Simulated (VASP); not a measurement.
Wanted: the native input for a VASP 6.6.1 run.

| Property | Result |
| --- | --- |
| Task | single point |
| Functional | PBEsol |
| Potentials or basis | VASP PAW PBE potentials, release 64 (Ta_pv, F) |
| Cutoff | 520 eV |
| k mesh | 14 × 14 × 14 |
| Occupations | gaussian, width 0.15 eV |
| Spin | no spin polarisation |
| Dipole correction | no |
| Further INCAR settings | ALGO = Normal; EDIFF = 1e-06; NBANDS = 24 |

The structure of TaF3 lies in POSCAR:

```
TaF3
1.0
    4.3791693888      0.0000000000      0.0000000000
    0.0000000000      4.3791693888      0.0000000000
    0.0000000000      0.0000000000      3.0960727579
Ta F
1 3
Direct
    0.0000000000      0.0000000000      0.0000000000
    0.5000000000      0.0000000000      0.0000000000
    0.0000000000      0.5000000000      0.0000000000
    0.0000000000      0.0000000000      0.5000000000
```

This cell differs from its parent crystal: ratio of the length along z to the lengths across it x 0.707, volume and fractional coordinates fixed.

These files were run (other wordings do the same):

INCAR

```
SYSTEM = TaF3
PREC = Accurate
ENCUT = 520
EDIFF = 1E-6
ISMEAR = 0
SIGMA = 0.15
LREAL = .FALSE.
LASPH = .TRUE.
NELM = 60
ALGO = Normal
ISIF = 2
LWAVE = .FALSE.
LCHARG = .FALSE.
GGA = PS
NBANDS = 24
```

KPOINTS

```
Automatic mesh
0
G
  14 14 14
  0 0 0
```

Potentials or basis: VASP PAW PBE potentials, release 64 (Ta_pv, F).

Command:

```sh
$ cat potpaw_PBE.64/Ta_pv/POTCAR potpaw_PBE.64/F/POTCAR > POTCAR
$ mpirun -np 1 vasp_std > vasp.out
```

Results of the run:

- Pressure: 82.4 GPa
- Band gap on the k mesh: zero (bands 16 and 17 overlap by 2.21 eV)

Caveat: the cell stands under pressure; the PAW data sets were made with another functional, which shifts forces and pressure a little; spin-orbit coupling is left out, which moves the levels of the heavy elements.

Run time: 110 s on 1 thread of Intel(R) Xeon(R) 6975P-C (Granite Rapids), on a shared host, peak memory 0.45 GiB.
